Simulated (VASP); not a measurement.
Set up this calculation in VASP 6.6.1, as the native input.

```
Task                   : single point
Functional             : PBE
Potentials or basis    : VASP PAW PBE potentials, release 64 (Si, O)
Cutoff                 : 520 eV
k mesh                 : 9 × 9 × 9
Occupations            : gaussian, width 0.011 eV
Spin                   : no spin polarisation
Dipole correction      : no
Further INCAR settings : ALGO = Normal; EDIFF = 1e-06; NBANDS = 12
```

The structure of SiO lies in POSCAR:

```
SiO
1.0
    2.8069700000      0.0000000000      0.0000000000
    0.0000000000      2.8069700000      0.0000000000
    0.0000000000      0.0000000000      2.8069700000
Si O
1 1
Direct
    0.0000000000      0.0000000000      0.0000000000
    0.5000000000      0.5000000000      0.5000000000
```

One way to write it, as run:

INCAR

```
SYSTEM = SiO
ALGO = Normal ; EDIFF = 1E-6
ENCUT = 520 ; GGA = PE
ISIF = 2 ; ISMEAR = 0
LASPH = .True. ; LCHARG = .True.
LELF = .True. ; LREAL = .False.
LVHAR = .True. ; LWAVE = .False.
NBANDS = 12 ; NELM = 60
PREC = Accurate ; SIGMA = 0.011
```

KPOINTS

```
k-points
0
Gamma
  9 9 9
  0 0 0
```

Potentials or basis: VASP PAW PBE potentials, release 64 (Si, O).

Run with:

```console
$ cat potpaw_PBE.64/Si/POTCAR potpaw_PBE.64/O/POTCAR > POTCAR
$ mpirun -np 1 vasp_std > vasp.out
```

Results of the run:

- Pressure: 0.1 GPa
- Band gap on the k mesh: zero (band 5 reaches 8.13 eV, above the bottom of band 6 at 7.55 eV)

Run time: 4.7 s on 1 thread of Intel Xeon 6975P-C, with other jobs on the host, peak memory 0.13 GiB.
